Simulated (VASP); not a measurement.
# SnO2 (P6_3/mmc) in VASP: a series of runs, part 2 of 2

VASP 6.6.1. The steps go on from the part before.

### 4 Single point, PBE+D3(BJ)

Input file INCAR:

```
SYSTEM = SnO2
PREC = Accurate
ENCUT = 520
EDIFF = 1E-6
ISMEAR = 0
SIGMA = 0.05
LREAL = .False.
LASPH = .True.
NELM = 100
ALGO = Normal
ISIF = 2
LWAVE = .False.
LCHARG = .False.
GGA = PE
IVDW = 12
NBANDS = 35
```

Input file KPOINTS:

```
regular mesh
0
Gamma
  12 12 4
  0 0 0
```

Input file POSCAR:

```
SnO2
1.0
    3.2111798003      0.0000000000      0.0000000000
   -1.6055899001      2.7809632832      0.0000000000
    0.0000000000      0.0000000000     10.3330631700
Sn O
2 4
Direct
    0.0000000000      0.0000000000      0.5000000000
    0.0000000000      0.0000000000      0.0000000000
    0.6666666667      0.3333333333      0.4017901367
    0.6666666667      0.3333333333      0.0982098633
    0.3333333333      0.6666666667      0.5982098633
    0.3333333333      0.6666666667      0.9017901367
```

Potentials or basis: VASP PAW PBE potentials, release 64 (Sn_d, O).

On the command line:

```bash
$ cat potpaw_PBE.64/Sn_d/POTCAR potpaw_PBE.64/O/POTCAR > POTCAR
$ mpirun -np 1 vasp_std > vasp.out
```

OUTCAR:

```text
SYSTEM = SnO2
   PREC = Accurate
   ENCUT = 520
   EDIFF = 1E-6
   ISMEAR = 0
   LREAL = .False.
   LASPH = .True.
   NELM = 100
   ISIF = 2
   GGA = PE
   IVDW = 12
 IVDW          = 12

 ion  position               nearest neighbor table
   1  0.000  0.000  0.500-   3 2.11   5 2.11   5 2.11   3 2.11   3 2.11   5 2.11
   2  0.000  0.000  0.000-   4 2.11   6 2.11   6 2.11   4 2.11   4 2.11   6 2.11
   3  0.667  0.333  0.402-   1 2.11   1 2.11   1 2.11
   4  0.667  0.333  0.098-   2 2.11   2 2.11   2 2.11
   5  0.333  0.667  0.598-   1 2.11   1 2.11   1 2.11
   6  0.333  0.667  0.902-   2 2.11   2 2.11   2 2.11

  LATTYP: Found a hexagonal cell.
 ALAT       =     3.2111798003
 C/A-ratio  =     3.2178401125

  Lattice vectors:

 A1 = (   3.2111798003,   0.0000000000,   0.0000000000)
 A2 = (  -1.6055899001,   2.7809632832,   0.0000000000)
 A3 = (   0.0000000000,   0.0000000000,  10.3330631700)

Analysis of symmetry for initial positions (statically):
=====================================================================
 Subroutine PRICEL returns:
 Original cell was already a primitive cell.

 Routine SETGRP: Setting up the symmetry group for a
 hexagonal supercell.

 Subroutine GETGRP returns: Found 24 space group operations
 (whereof 12 operations were pure point group operations)
 out of a pool of 24 trial point group operations.

The static configuration has the point symmetry D_3d.
 The point group associated with its full space group is D_6h.

Analysis of symmetry for dynamics (positions and initial velocities):
=====================================================================
 Subroutine PRICEL returns:
 Original cell was already a primitive cell.

 Routine SETGRP: Setting up the symmetry group for a
 hexagonal supercell.

 Subroutine GETGRP returns: Found 24 space group operations
 (whereof 12 operations were pure point group operations)
 out of a pool of 24 trial point group operations.

The dynamic configuration has the point symmetry D_3d.
 The point group associated with its full space group is D_6h.

 Subroutine INISYM returns: Found 24 space group operations
 (whereof 12 operations are pure point group operations),
 and found     1 'primitive' translations

----------------------------------------------------------------------------------------

                                     Primitive cell

  volume of cell :      92.2760

  direct lattice vectors                    reciprocal lattice vectors
     3.211179800  0.000000000  0.000000000     0.311412024  0.179793816  0.000000000
    -1.605589900  2.780963283  0.000000000     0.000000000  0.359587631  0.000000000
     0.000000000  0.000000000 10.333063170     0.000000000  0.000000000  0.096776724

  length of vectors
     3.211179800  3.211179800 10.333063170     0.359587631  0.359587631  0.096776724

  position of ions in fractional coordinates (direct lattice)
     0.000000000  0.000000000  0.500000000
     0.000000000  0.000000000  0.000000000
     0.666666667  0.333333333  0.401790137
     0.666666667  0.333333333  0.098209863
     0.333333333  0.666666667  0.598209863
     0.333333333  0.666666667  0.901790137

  ion indices of the primitive-cell ions
   primitive index   ion index
                 1           1
                 2           2
                 3           3
                 4           4
[... 33 lines left out ...]
  0.166667 -0.000000  0.000000      6.000000
  0.250000 -0.000000  0.000000      6.000000
  0.333333  0.000000  0.000000      6.000000
  0.416667 -0.000000  0.000000      6.000000
[... 16 lines left out ...]
  0.250000 -0.000000  0.250000     12.000000
  0.333333  0.000000  0.250000     12.000000
 [... further k-points ...]
   k-points           NKPTS =     57   k-points in BZ     NKDIM =     57   number of bands    NBANDS=     35
   number of dos      NEDOS =    301   number of ions     NIONS =      6
   total plane-waves  NPLWV =  46080
   dimension x,y,z NGX =    24 NGY =   24 NGZ =   80
   dimension x,y,z NGXF=    48 NGYF=   48 NGZF=  160
   ions per type =               2   4
   NGX,Y,Z   is equivalent  to a cutoff of  12.43, 12.43, 12.87 a.u.
   NGXF,Y,Z  is equivalent  to a cutoff of  24.85, 24.85, 25.74 a.u.
 SYSTEM =  SnO2
   PREC   = accura    normal or accurate (medium, high low for compatibility)
   ISTART =      0    job   : 0-new  1-cont  2-samecut
   ICHARG =      2    charge: 1-file 2-atom 10-const
   ISPIN  =      1    spin polarized calculation?
   LNONCOLLINEAR =      F non collinear calculations
   LSORBIT =      F    spin-orbit coupling
   LASPH  =      T    aspherical Exc in radial PAW
   ENCUT  =  520.0 eV  38.22 Ry    6.18 a.u.   5.97  5.97 19.21*2*pi/ulx,y,z
   NELM   =    100;   NELMIN=  2; NELMDL= -5     # of ELM steps
   EDIFF  = 0.1E-05   stopping-criterion for ELM
   LREAL  =      F    real-space projection
   EDIFFG = 0.1E-04   stopping-criterion for IOM
   NSW    =      0    number of steps for IOM
   IBRION =     -1    ionic relax: 0-MD 1-quasi-New 2-CG
   NFREE  =      0    steps in history (QN), initial steepest desc. (CG)
   ISIF   =      2    stress and relaxation
   ISYM   =      2    0-nonsym 1-usesym 2-fastsym
   POTIM  = 0.5000    time-step for ionic-motion
   TEBEG  =    0.0;   TEEND  =   0.0 temperature during run
   PSTRESS=    0.0 pullay stress
   NELECT =      52.0000    total number of electrons
   NUPDOWN=      -1.0000    fix difference up-down
   EMIN   =  10.00;   EMAX   =-10.00  energy-range for DOS
   EFERMI =   0.00;   METHOD = LEGACY
   ISMEAR =     0;   SIGMA  =   0.05  broadening in eV -4-tet -1-fermi 0-gaus
   EFERMI_NEDOS =   21; number of points for ismear=-14 and -15
   IALGO  =     38    algorithm
   IMIX   =      4    mixing-type and parameters
     AMIX     =   0.40;   BMIX     =  1.00
     AMIX_MAG =   1.60;   BMIX_MAG =  1.00
  volume/ion in A,a.u.               =      15.38       103.78
  Fermi-wavevector in a.u.,A,eV,Ry     =   1.352217  2.555319 24.878116  1.828490
  Thomas-Fermi vector in A             =   2.479574
   LORBIT       =      0    0 simple, 1 ext, 2 COOP (PROOUT), +10 PAW based schemes
   GGA     = PE    functional components
   LHFCALC =     F    Hartree Fock is set to
   AEXX    =    0.0000 exact exchange contribution
   IVDW    =    12    specifies the selected vdW correction
   LEPSILON=     F    determine dielectric tensor
   LRPA    =     F    only Hartree local field effects (RPA)
 non-spin polarized calculation
 Gauss-broadening in eV      SIGMA  =   0.05
  energy-cutoff  :      520.00
  volume of cell :       92.28
 maximum number of plane-waves:      2520
 NGX is ok and might be reduce to    24
   NGX = 11   NGY = 11   NGZ = 39

 number of electron      51.9999987 magnetization

 Free energy of the ion-electron system (eV)
  ---------------------------------------------------
  ext. energy  EPLUGINS =         0.00000000
  ---------------------------------------------------
  free energy    TOTEN  =       -36.30392000 eV

  energy without entropy =      -36.30392000  energy(sigma->0) =      -36.30392000

 E-fermi :   3.0108     XC(G=0):  -9.5238

 val. band max:        2.7249445367   @ k =   0.2500   0.2500   0.0000
 cond. band min:       4.7831085908   @ k =   0.0000   0.0000   0.0000
 fundamental gap:      2.0581640541
 Fermi energy:         3.0108344264

 k-point     1 :       0.0000    0.0000    0.0000
  band No.  band energies     occupation
      1     -17.3803      2.00000
      2     -17.3788      2.00000
      3     -17.1500      2.00000
      4     -17.1500      2.00000
      5     -17.1499      2.00000
      6     -17.1499      2.00000
[... 901 lines left out ...]
     34      14.6629      0.00000
     35      15.0997      0.00000

 [... further k-points ...]

------------------------ aborting loop because EDIFF is reached ----------------------------------------

 Edisp (eV)   -0.98770

 E8    (eV) :    -0.3866

  FORCE on cell =-STRESS in cart. coord.  units (eV):
  Direction    XX          YY          ZZ          XY          YZ          ZX
  --------------------------------------------------------------------------------------
  -------------------------------------------------------------------------------------
  Total       0.42538     0.42538     0.12339     0.00000    -0.00000     0.00000
  in kB       7.38585     7.38585     2.14234     0.00000    -0.00000     0.00000
  external pressure =        5.64 kB  Pullay stress =        0.00 kB

 VOLUME and BASIS-vectors are now :
 -----------------------------------------------------------------------------
  energy-cutoff  :      520.00
  volume of cell :       92.28
      direct lattice vectors                 reciprocal lattice vectors
     3.211179800  0.000000000  0.000000000     0.311412024  0.179793816  0.000000000
    -1.605589900  2.780963283  0.000000000     0.000000000  0.359587631  0.000000000
     0.000000000  0.000000000 10.333063170     0.000000000  0.000000000  0.096776724

 POSITION                                       TOTAL-FORCE (eV/Angst)
 -----------------------------------------------------------------------------------
      0.00000      0.00000      5.16653        -0.000000      0.000000     -0.000000
      0.00000      0.00000      0.00000        -0.000000      0.000000     -0.000000
      1.60559      0.92699      4.15172        -0.000000      0.000000     -0.054406
      1.60559      0.92699      1.01481        -0.000000      0.000000      0.054406
     -0.00000      1.85398      6.18134         0.000000     -0.000000      0.054406
     -0.00000      1.85398      9.31825         0.000000      0.000000     -0.054406
 -----------------------------------------------------------------------------------
    total drift:                               -0.000000      0.000000      0.000000

  FREE ENERGIE OF THE ION-ELECTRON SYSTEM (eV)
  ---------------------------------------------------
  free  energy   TOTEN  =       -37.2916195944 eV

  energy  without entropy=      -37.2916195944  energy(sigma->0) =      -37.29161959
```

stdout:

```text
POSCAR found type information on POSCAR SnO
 POSCAR found :  2 types and       6 ions
 scaLAPACK will be used
 LDA part: xc-table for (Slater+PW92), standard interpolation
 POSCAR, INCAR and KPOINTS ok, starting setup
 FFT: planning ... GRIDC
 FFT: planning ... GRID_SOFT
 FFT: planning ... GRID
 WAVECAR not read
 entering main loop
```

Wall time 2.2 min (1 thread of Intel Xeon Platinum 8259CL at 2.50GHz (Skylake/Cascade Lake), shared host); peak memory 0.3 GiB.

What came out:

* Free energy: -37.2916 eV
* Pressure: 0.6 GPa
* Largest force: 0.054 eV/Å
* Band gap on the k mesh: 2.06 eV, indirect (least direct gap 2.43 eV)
* Dispersion energy per atom: -0.165 eV

Forces in eV/Å, atoms in the order of the input:
```
Sn   0.000  0.000  0.000
Sn   0.000  0.000  0.000
O    0.000  0.000 -0.054
O    0.000  0.000  0.054
O    0.000  0.000  0.054
O    0.000  0.000 -0.054
```

Caveat: spin-orbit coupling is left out, which moves the levels of the heavy elements. A k mesh can miss the band edges.

### 5 Single point, PBE+D3(BJ)

INCAR is that of step 4.

KPOINTS is that of step 4.

Input file POSCAR:

```
SnO2
1.0
    3.2111798104      0.0000000000      0.0000000000
   -1.6055899052      2.7809632919      0.0000000000
    0.0000000000      0.0000000000     10.3330629359
Sn O
2 4
Direct
    0.0000000000      0.0000000000      0.5000000000
    0.0000000000      0.0000000000      0.0000000000
    0.6666666667      0.3333333333      0.4017901351
    0.6666666667      0.3333333333      0.0982098649
    0.3333333333      0.6666666667      0.5982098649
    0.3333333333      0.6666666667      0.9017901351
```

On the command line:

```bash
$ cat potpaw_PBE.64/Sn_d/POTCAR potpaw_PBE.64/O/POTCAR > POTCAR
$ mpirun -np 1 vasp_std > vasp.out
```

Wall time 57 s (1 thread of Intel Xeon 6975P-C (Granite Rapids), shared host); peak memory 0.3 GiB.

The run converged. Its results:

```
Free energy                : -37.2916 eV
Pressure                   : 0.6 GPa
Largest force              : 0.054 eV/Å
Band gap on the k mesh     : 2.06 eV, indirect (least direct gap 2.43 eV)
Dispersion energy per atom : -0.165 eV
```

Forces in eV/Å, atoms in the order of the input:
```
Sn   0.000  0.000  0.000
Sn   0.000  0.000  0.000
O    0.000  0.000 -0.054
O    0.000  0.000  0.054
O    0.000  0.000  0.054
O    0.000  0.000 -0.054
```

Stress tensor (GPa, compression positive):
```
0.74 0.00 0.00
0.00 0.74 0.00
0.00 0.00 0.21
```

Levels at points of the mesh, in eV from the valence-band top:
| k point | band 22 | band 23 | band 24 | band 25 | band 26 | band 27 | band 28 | band 29 | band 30 | band 31 |
| --- | --- | --- | --- | --- | --- | --- | --- | --- | --- | --- |
| (0.00, 0.00, 0.00) | -0.96 | -0.96 | -0.92 | -0.92 | -0.37 | 2.06 | 2.94 | 5.39 | 5.84 | 10.58 |
| (0.50, 0.00, 0.00) | -1.19 | -0.64 | -0.62 | -0.57 | -0.07 | 5.15 | 5.33 | 6.89 | 7.63 | 9.92 |
| (0.00, 0.00, 0.50) | -0.94 | -0.94 | -0.94 | -0.81 | -0.81 | 2.52 | 2.52 | 5.62 | 5.62 | 10.71 |
| (0.50, 0.00, 0.50) | -1.44 | -0.60 | -0.60 | -0.31 | -0.31 | 5.23 | 5.23 | 7.24 | 7.24 | 10.12 |

Caveat: spin-orbit coupling is left out, which moves the levels of the heavy elements. A k mesh can miss the band edges.

### 6 Overview

| task | cell | k mesh | cutoff (eV) | smearing | gap on the mesh (eV) | pressure (GPa) | largest force (eV/Å) |
| --- | --- | --- | --- | --- | --- | --- | --- |
| single point | a = 3.211, b = 3.211, c = 10.333 Å, angles 90.0, 90.0, 120.0°, 6 atoms | 9 × 9 × 4 | 520 | gaussian 0.02 eV | 2.05 | 0.6 | 0.05 |
| relaxation of cell and atoms | relaxed from a = 3.231, b = 3.231, c = 10.791 Å, angles 90.0, 90.0, 120.0°, 6 atoms | 9 × 9 × 4 | 600 | gaussian 0.02 eV | 1.99 | 0.0 | - |
| single point | a = 3.211, b = 3.211, c = 10.333 Å, angles 90.0, 90.0, 120.0°, 6 atoms | 12 × 12 × 4 | 520 | gaussian 0.05 eV | 2.06 | 0.6 | 0.05 |

Alike in all rows: level PBE+D3(BJ); potentials or basis VASP PAW PBE potentials, release 64 (Sn_d, O); no spin polarisation.

Caveats: spin-orbit coupling is left out, which moves the levels of the heavy elements.

Total energies depend on the potentials used, so only differences within one code and one set of settings carry meaning.
